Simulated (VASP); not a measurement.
# TaN (P6/mmm) in VASP: further runs

TaN is run at these levels: PBEsol; tasks: single point.

Program: VASP 6.6.1. These are calculated values, not measurements. Logs are shortened: lines on timing, memory, paths and dates and some standing lists are left out, and cuts for length are marked.

### Step 1. The cell of the first run

It takes space group P6/mmm (No. 191, hexagonal). Conventional cell: a = 5.259 Å, b = 5.259 Å, c = 2.946 Å, α = 90.00°, β = 90.00°, γ = 120.00°. Ta (site symmetry 6/mmm) has 6 N at 2.63 Å and 14 Ta at 2.95 to 3.37 Å within 3.5 Å. Ta (site symmetry -6m2) has 6 N at 2.12 Å within 2.8 Å. N (site symmetry mmm) has 6 Ta at 2.12 to 2.63 Å and 4 N at 2.63 Å within 2.8 Å.

### Step 2. Single point, PBEsol

File INCAR:

```
SYSTEM = TaN
ALGO     = Normal         ! electronic algorithm
EDIFF    = 1E-7           ! SCF threshold, eV
ENCUT    = 520            ! plane-wave cutoff, eV
GGA      = PS             ! functional
ISIF     = 2              ! what is computed and relaxed
ISMEAR   = 1              ! smearing method
LASPH    = .True.         ! aspherical terms in the spheres
LCHARG   = .False.        ! write CHGCAR
LREAL    = .False.        ! projectors in reciprocal space
LWAVE    = .False.        ! write WAVECAR
NBANDS   = 33             ! bands
NELM     = 80             ! most SCF steps
PREC     = Accurate       ! precision mode
SIGMA    = 0.15           ! smearing width, eV
```

File KPOINTS:

```
k-points
0
Gamma
  5 5 8
  0 0 0
```

File POSCAR:

```
TaN
1.0
    5.2593104652      0.0000000000      0.0000000000
   -2.6296552326      4.5546965999      0.0000000000
    0.0000000000      0.0000000000      2.9462675463
Ta N
3 3
Direct
    0.0000000000      0.0000000000      0.0000000000
    0.3333333333      0.6666666667      0.5000000000
    0.6666666667      0.3333333333      0.5000000000
    0.5000000000      0.0000000000      0.0000000000
    0.5000000000      0.5000000000      0.0000000000
    0.0000000000      0.5000000000      0.0000000000
```

Potentials or basis: VASP PAW PBE potentials, release 64 (Ta_pv, N).

Command:

```sh
$ cat potpaw_PBE.64/Ta_pv/POTCAR potpaw_PBE.64/N/POTCAR > POTCAR
$ mpirun -np 1 vasp_std > vasp.out
```

OUTCAR:

```text
SYSTEM = TaN
   EDIFF = 1E-7
   ENCUT = 520
   GGA = PS
   ISIF = 2
   ISMEAR = 1
   LASPH = .True.
   LREAL = .False.
   NELM = 80
   PREC = Accurate

 ion  position               nearest neighbor table
   1  0.000  0.000  0.000-   4 2.63   4 2.63   6 2.63   6 2.63   5 2.63   5 2.63   3 3.37   3 3.37
                             2 3.37   2 3.37   2 3.37   3 3.37   2 3.37   3 3.37   2 3.37   3 3.37
   2  0.333  0.667  0.500-   6 2.12   6 2.12   5 2.12   5 2.12   4 2.12   4 2.12   3 3.04   3 3.04
                             3 3.04   1 3.37   1 3.37   1 3.37   1 3.37   1 3.37   1 3.37
   3  0.667  0.333  0.500-   6 2.12   6 2.12   5 2.12   5 2.12   4 2.12   4 2.12   2 3.04   2 3.04
                             2 3.04   1 3.37   1 3.37   1 3.37   1 3.37   1 3.37   1 3.37
   4  0.500  0.000  0.000-   2 2.12   3 2.12   2 2.12   3 2.12   1 2.63   1 2.63
   5  0.500  0.500  0.000-   2 2.12   3 2.12   2 2.12   3 2.12   1 2.63   1 2.63
   6  0.000  0.500  0.000-   2 2.12   3 2.12   2 2.12   3 2.12   1 2.63   1 2.63

  LATTYP: Found a hexagonal cell.
 ALAT       =     5.2593104652
 C/A-ratio  =     0.5602003468

  Lattice vectors:

 A1 = (   5.2593104652,   0.0000000000,   0.0000000000)
 A2 = (  -2.6296552326,   4.5546965999,   0.0000000000)
 A3 = (   0.0000000000,   0.0000000000,   2.9462675463)

Analysis of symmetry for initial positions (statically):
=====================================================================
 Subroutine PRICEL returns:
 Original cell was already a primitive cell.

 Routine SETGRP: Setting up the symmetry group for a
 hexagonal supercell.

 Subroutine GETGRP returns: Found 24 space group operations
 (whereof 24 operations were pure point group operations)
 out of a pool of 24 trial point group operations.

The static configuration has the point symmetry D_6h.

Analysis of symmetry for dynamics (positions and initial velocities):
=====================================================================
 Subroutine PRICEL returns:
 Original cell was already a primitive cell.

 Routine SETGRP: Setting up the symmetry group for a
 hexagonal supercell.

 Subroutine GETGRP returns: Found 24 space group operations
 (whereof 24 operations were pure point group operations)
 out of a pool of 24 trial point group operations.

The dynamic configuration has the point symmetry D_6h.

 Subroutine INISYM returns: Found 24 space group operations
 (whereof 24 operations are pure point group operations),
 and found     1 'primitive' translations

----------------------------------------------------------------------------------------

                                     Primitive cell

  volume of cell :      70.5766

  direct lattice vectors                    reciprocal lattice vectors
     5.259310465  0.000000000  0.000000000     0.190138994  0.109776796  0.000000000
    -2.629655233  4.554696600  0.000000000     0.000000000  0.219553592  0.000000000
     0.000000000  0.000000000  2.946267546     0.000000000  0.000000000  0.339412489

  length of vectors
     5.259310465  5.259310578  2.946267546     0.219553597  0.219553592  0.339412489

  position of ions in fractional coordinates (direct lattice)
     0.000000000  0.000000000  0.000000000
     0.333333333  0.666666667  0.500000000
     0.666666667  0.333333333  0.500000000
     0.500000000  0.000000000  0.000000000
     0.500000000  0.500000000  0.000000000
     0.000000000  0.500000000  0.000000000

  ion indices of the primitive-cell ions
   primitive index   ion index
                 1           1
                 2           2
                 3           3
                 4           4
                 5           5
                 6           6

----------------------------------------------------------------------------------------

 KPOINTS: k-points

Automatic generation of k-mesh.
 Grid dimensions read from file:
 generate k-points for:    5    5    8

 Generating k-lattice:

  Cartesian coordinates                     Fractional coordinates (reciprocal lattice)
     0.038027799  0.021955359  0.000000000     0.200000000  0.000000000  0.000000000
     0.000000000  0.043910718  0.000000000     0.000000000  0.200000000  0.000000000
     0.000000000  0.000000000  0.042426561     0.000000000  0.000000000  0.125000000

  Length of vectors
     0.043910719  0.043910718  0.042426561

  Shift w.r.t. Gamma in fractional coordinates (k-lattice)
     0.000000000  0.000000000  0.000000000

 Subroutine IBZKPT returns following result:
 ===========================================

 Found     25 irreducible k-points:

 Following reciprocal coordinates:
            Coordinates               Weight
  0.000000  0.000000  0.000000      1.000000
  0.200000  0.000000  0.000000      6.000000
  0.400000  0.000000  0.000000      6.000000
  0.200000  0.200000  0.000000      6.000000
  0.400000  0.200000  0.000000      6.000000
  0.000000  0.000000  0.125000      2.000000
[... 16 lines left out ...]
  0.400000  0.000000  0.500000      6.000000
  0.200000  0.200000  0.500000      6.000000
   k-points           NKPTS =     25   k-points in BZ     NKDIM =     25   number of bands    NBANDS=     33
   number of dos      NEDOS =    301   number of ions     NIONS =      6
   total plane-waves  NPLWV =  38400
   dimension x,y,z NGX =    40 NGY =   40 NGZ =   24
   dimension x,y,z NGXF=    80 NGYF=   80 NGZF=   48
   ions per type =               3   3
   NGX,Y,Z   is equivalent  to a cutoff of  12.64, 12.64, 13.54 a.u.
   NGXF,Y,Z  is equivalent  to a cutoff of  25.29, 25.29, 27.08 a.u.
 SYSTEM =  TaN
   PREC   = accura    normal or accurate (medium, high low for compatibility)
   ISTART =      0    job   : 0-new  1-cont  2-samecut
   ICHARG =      2    charge: 1-file 2-atom 10-const
   ISPIN  =      1    spin polarized calculation?
   LNONCOLLINEAR =      F non collinear calculations
   LSORBIT =      F    spin-orbit coupling
   LASPH  =      T    aspherical Exc in radial PAW
   ENCUT  =  520.0 eV  38.22 Ry    6.18 a.u.   9.78  9.78  5.48*2*pi/ulx,y,z
   NELM   =     80;   NELMIN=  2; NELMDL= -5     # of ELM steps
   EDIFF  = 0.1E-06   stopping-criterion for ELM
   LREAL  =      F    real-space projection
   EDIFFG = 0.1E-05   stopping-criterion for IOM
   NSW    =      0    number of steps for IOM
   IBRION =     -1    ionic relax: 0-MD 1-quasi-New 2-CG
   NFREE  =      0    steps in history (QN), initial steepest desc. (CG)
   ISIF   =      2    stress and relaxation
   ISYM   =      2    0-nonsym 1-usesym 2-fastsym
   POTIM  = 0.5000    time-step for ionic-motion
   TEBEG  =    0.0;   TEEND  =   0.0 temperature during run
   PSTRESS=    0.0 pullay stress
   NELECT =      48.0000    total number of electrons
   NUPDOWN=      -1.0000    fix difference up-down
   EMIN   =  10.00;   EMAX   =-10.00  energy-range for DOS
   EFERMI =   0.00;   METHOD = LEGACY
   ISMEAR =     1;   SIGMA  =   0.15  broadening in eV -4-tet -1-fermi 0-gaus
   EFERMI_NEDOS =   21; number of points for ismear=-14 and -15
   IALGO  =     38    algorithm
   IMIX   =      4    mixing-type and parameters
     AMIX     =   0.40;   BMIX     =  1.00
     AMIX_MAG =   1.60;   BMIX_MAG =  1.00
  volume/ion in A,a.u.               =      11.76        79.38
  Fermi-wavevector in a.u.,A,eV,Ry     =   1.439688  2.720616 28.200822  2.072702
  Thomas-Fermi vector in A             =   2.558516
   LORBIT       =      0    0 simple, 1 ext, 2 COOP (PROOUT), +10 PAW based schemes
   GGA     = PS    functional components
   LHFCALC =     F    Hartree Fock is set to
   AEXX    =    0.0000 exact exchange contribution
   IVDW    =     0    specifies the selected vdW correction
   LEPSILON=     F    determine dielectric tensor
   LRPA    =     F    only Hartree local field effects (RPA)
 non-spin polarized calculation
 Methfessel and Paxton  Order N= 1 SIGMA  =   0.15
  energy-cutoff  :      520.00
  volume of cell :       70.58
 maximum number of plane-waves:      1921
 NGX is ok and might be reduce to    40
   NGX = 19   NGY = 19   NGZ = 11

 number of electron      48.0000003 magnetization

 Free energy of the ion-electron system (eV)
  ---------------------------------------------------
  ext. energy  EPLUGINS =         0.00000000
  ---------------------------------------------------
  free energy    TOTEN  =       -68.64309260 eV

  energy without entropy =      -68.64084832  energy(sigma->0) =      -68.64234451

 E-fermi :   7.6250     XC(G=0): -12.9864

 val. band max:        7.5739189973   @ k =   0.0000   0.0000   0.3750
 cond. band min:       7.6743005500   @ k =   0.2000   0.0000   0.2500
 fundamental gap:      0.1003815527
 Fermi energy:         7.6250222659

 k-point     1 :       0.0000    0.0000    0.0000
  band No.  band energies     occupation
      1     -28.5399      2.00000
      2     -28.5399      2.00000
      3     -28.1900      2.00000
      4     -28.1900      2.00000
      5     -27.9954      2.00000
      6     -27.8800      2.00000
[... 25 lines left out ...]
     32      10.7107      0.00000
     33      10.7107      0.00000

 k-point     2 :       0.2000    0.0000    0.0000
  band No.  band energies     occupation
      1     -28.5622      2.00000
      2     -28.5223      2.00000
      3     -28.1813      2.00000
      4     -28.1600      2.00000
      5     -27.9854      2.00000
      6     -27.9022      2.00000
[... 25 lines left out ...]
     32      10.8503      0.00000
     33      11.1144      0.00000

 k-point     3 :       0.4000    0.0000    0.0000
  band No.  band energies     occupation
      1     -28.5931      2.00000
      2     -28.4573      2.00000
      3     -28.2372      2.00000
      4     -28.1143      2.00000
      5     -27.9624      2.00000
      6     -27.9172      2.00000
[... 25 lines left out ...]
     32      11.0551      0.00000
     33      11.1538      0.00000

 k-point     4 :       0.2000    0.2000    0.0000
  band No.  band energies     occupation
      1     -28.5779      2.00000
      2     -28.4847      2.00000
      3     -28.2243      2.00000
      4     -28.1200      2.00000
      5     -27.9681      2.00000
      6     -27.9167      2.00000
[... 25 lines left out ...]
     32      10.8712      0.00000
     33      11.0575      0.00000

 k-point     5 :       0.4000    0.2000    0.0000
  band No.  band energies     occupation
      1     -28.5848      2.00000
      2     -28.4194      2.00000
      3     -28.3109      2.00000
      4     -28.0971      2.00000
      5     -27.9487      2.00000
      6     -27.9254      2.00000
[... 604 lines left out ...]
 k-point    22 :       0.2000    0.0000    0.5000
  band No.  band energies     occupation
      1     -28.7972      2.00000
      2     -28.6322      2.00000
      3     -28.4113      2.00000
      4     -28.3778      2.00000
      5     -28.0704      2.00000
      6     -28.0278      2.00000
[... 25 lines left out ...]
     32      11.6290      0.00000
     33      11.9586      0.00000

 k-point    23 :       0.4000    0.0000    0.5000
  band No.  band energies     occupation
      1     -28.7685      2.00000
      2     -28.6706      2.00000
      3     -28.4240      2.00000
      4     -28.3295      2.00000
      5     -28.1266      2.00000
      6     -28.0144      2.00000
[... 25 lines left out ...]
     32      11.5313      0.00000
     33      12.7765      0.00000

 k-point    24 :       0.2000    0.2000    0.5000
  band No.  band energies     occupation
      1     -28.7748      2.00000
      2     -28.6627      2.00000
      3     -28.4300      2.00000
      4     -28.3267      2.00000
      5     -28.1233      2.00000
      6     -28.0133      2.00000
[... 25 lines left out ...]
     32      11.3408      0.00000
     33      12.7291      0.00000

 [... further k-points ...]
[... 5 lines left out ...]
  --------------------------------------------------------------------------------------
  -------------------------------------------------------------------------------------
  Total       -3.8167432     -3.8167434     -5.7579293      0.0000000     -0.0000000     -0.0000000
  in kB      -86.6449154    -86.6449204   -130.7123042      0.0000000     -0.0000000     -0.0000000
  external PRESSURE =    -101.3340467 kB  Pullay stress =       0.0000000 kB

 VOLUME and BASIS-vectors are now :
 -----------------------------------------------------------------------------
  energy-cutoff  :      520.00
  volume of cell :       70.58
      direct lattice vectors                 reciprocal lattice vectors
     5.259310465  0.000000000  0.000000000     0.190138994  0.109776796  0.000000000
    -2.629655233  4.554696600  0.000000000     0.000000000  0.219553592  0.000000000
     0.000000000  0.000000000  2.946267546     0.000000000  0.000000000  0.339412489

 POSITION                                       TOTAL-FORCE (eV/Angst)
 -----------------------------------------------------------------------------------
      0.00000      0.00000      0.00000         0.000000      0.000000      0.000000
     -0.00000      3.03646      1.47313        -0.000000      0.000000      0.000000
      2.62966      1.51823      1.47313        -0.000000      0.000000      0.000000
      2.62966      0.00000      0.00000         0.000000      0.000000      0.000000
      1.31483      2.27735      0.00000         0.000000      0.000000      0.000000
     -1.31483      2.27735      0.00000         0.000000      0.000000      0.000000
 -----------------------------------------------------------------------------------
    total drift:                               -0.000000      0.000000     -0.000000

  FREE ENERGIE OF THE ION-ELECTRON SYSTEM (eV)
  ---------------------------------------------------
  free  energy   TOTEN  =       -68.6430926019 eV

  energy  without entropy=      -68.6408483223  energy(sigma->0) =      -68.64234451
```

Run time: 69 s. Hardware: 1 thread of Intel Xeon 6975P-C, shared host; peak memory 0.21 GiB.

Results:

```
Free energy            : -68.6431 eV
Pressure               : -10.1 GPa
Band gap on the k mesh : zero (band 24 reaches 8.44 eV, above the bottom of band 25 at 6.42 eV)
```

Levels at points of the mesh, in eV from the Fermi level:
| k point | band 21 | band 22 | band 23 | band 24 | band 25 | band 26 | band 27 | band 28 |
| --- | --- | --- | --- | --- | --- | --- | --- | --- |
| (0.00, 0.00, 0.00) | -2.93 | -2.37 | -2.01 | -1.20 | -1.20 | 0.76 | 0.76 | 1.09 |
| (0.00, 0.00, 0.50) | -2.99 | -2.99 | -1.82 | 0.81 | 0.81 | 1.40 | 1.58 | 2.38 |

Caveat: the PAW data sets were made with another functional, which shifts forces and pressure a little; spin-orbit coupling is left out, which moves the levels of the heavy elements.

### Step 3. Single point, PBEsol

This run uses another cell than the first one, of 12.22 Å³/atom, 1.038 times its volume.

File INCAR:

```
SYSTEM = TaN
PREC = Accurate
ENCUT = 520
EDIFF = 1E-6
ISMEAR = 1
SIGMA = 0.15
LREAL = .False.
LASPH = .True.
NELM = 100
ALGO = Normal
ISIF = 2
LWAVE = .False.
LCHARG = .True.
GGA = PS
LELF = .True.
LVHAR = .True.
NBANDS = 33
```

File KPOINTS:

```
regular mesh
0
Gamma
  5 5 8
  0 0 0
```

Edit POSCAR of step 2 so:

```diff
@@ -2,5 +2,5 @@
 1.0
-    5.2593104652      0.0000000000      0.0000000000
-   -2.6296552326      4.5546965999      0.0000000000
-    0.0000000000      0.0000000000      2.9462675463
+    5.3258910835      0.0000000000      0.0000000000
+   -2.6629455418      4.6123571084      0.0000000000
+    0.0000000000      0.0000000000      2.9835660318
 Ta N
```

Potentials or basis: VASP PAW PBE potentials, release 64 (Ta_pv, N).

Command:

```sh
$ cat potpaw_PBE.64/Ta_pv/POTCAR potpaw_PBE.64/N/POTCAR > POTCAR
$ mpirun -np 1 vasp_std > vasp.out
```

It took 66 s on 1 thread of Intel Xeon 6975P-C, shared host; peak memory 0.21 GiB.

Results (log left out):

```
Free energy            : -68.3889 eV
Pressure               : -19.8 GPa
Band gap on the k mesh : zero (band 24 reaches 8.00 eV, above the bottom of band 25 at 6.10 eV)
```

Stress tensor (GPa, compression positive):
```
-17.13   0.00   0.00
  0.00 -17.13   0.00
  0.00   0.00 -25.09
```

Levels at points of the mesh, in eV from the Fermi level:
```
           k point  band 22  band 23  band 24  band 25  band 26  band 27
(0.00, 0.00, 0.00)    -2.25    -1.92    -1.12    -1.12     0.74     0.74
(0.00, 0.00, 0.50)    -2.87    -1.73     0.77     0.77     1.34     1.44
```

Caveat: the PAW data sets were made with another functional, which shifts forces and pressure a little; spin-orbit coupling is left out, which moves the levels of the heavy elements.

### Step 4. Single point, PBEsol

This run uses another cell than the first one, of 12.67 Å³/atom, 1.077 times its volume.

File INCAR:

```
SYSTEM = TaN
PREC = Accurate ; ENCUT = 520
EDIFF = 1E-7 ; ISMEAR = 1
SIGMA = 0.15 ; LREAL = .False.
LASPH = .True. ; NELM = 80
ALGO = Normal ; ISIF = 2
LWAVE = .False. ; LCHARG = .False.
GGA = PS ; NBANDS = 33
```

File KPOINTS:

```
Automatic mesh
0
Gamma
  5 5 8
  0 0 0
```

Edit POSCAR of step 3 so:

```diff
@@ -2,5 +2,5 @@
 1.0
-    5.3258910835      0.0000000000      0.0000000000
-   -2.6629455418      4.6123571084      0.0000000000
-    0.0000000000      0.0000000000      2.9835660318
+    5.3908473765      0.0000000000      0.0000000000
+   -2.6954236883      4.6686109099      0.0000000000
+    0.0000000000      0.0000000000      3.0199545696
 Ta N
```

Command:

```sh
$ cat potpaw_PBE.64/Ta_pv/POTCAR potpaw_PBE.64/N/POTCAR > POTCAR
$ mpirun -np 1 vasp_std > vasp.out
```

It took 69 s on 1 thread of Intel Xeon 6975P-C, shared host; peak memory 0.21 GiB.

The run converged. Its results:

| Quantity | Value |
| --- | --- |
| Free energy | -67.9873 eV |
| Pressure | -27.6 GPa |
| Band gap on the k mesh | zero (band 24 reaches 7.58 eV, above the bottom of band 25 at 5.80 eV) |

Stress tensor (GPa, compression positive):
```
-23.97   0.00   0.00
  0.00 -23.97   0.00
  0.00   0.00 -34.79
```

Levels at points of the mesh, in eV from the Fermi level:
```
           k point  band 22  band 23  band 24  band 25  band 26  band 27
(0.00, 0.00, 0.00)    -2.13    -1.84    -1.05    -1.05     0.72     0.72
(0.00, 0.00, 0.50)    -2.76    -1.64     0.72     0.72     1.28     1.32
```

Caveat: the PAW data sets were made with another functional, which shifts forces and pressure a little; spin-orbit coupling is left out, which moves the levels of the heavy elements.

### Step 5. Overview

```csv
cell,gap on the mesh (eV),pressure (GPa)
"a = 5.259, b = 5.259, c = 2.946 Å, angles 90.0, 90.0, 120.0°, 6 atoms",none,-10.1
"a = 5.326, b = 5.326, c = 2.984 Å, angles 90.0, 90.0, 120.0°, 6 atoms",none,-19.8
"a = 5.391, b = 5.391, c = 3.020 Å, angles 90.0, 90.0, 120.0°, 6 atoms",none,-27.6
```

Alike in all rows: task single point; level PBEsol; potentials or basis VASP PAW PBE potentials, release 64 (Ta_pv, N); no spin polarisation; k mesh 5 × 5 × 8; cutoff (eV) 520; smearing methfessel-paxton 0.15 eV.

Caveats: the PAW data sets were made with another functional, which shifts forces and pressure a little; spin-orbit coupling is left out, which moves the levels of the heavy elements.

Total energies depend on the potentials used, so only differences within one code and one set of settings carry meaning.
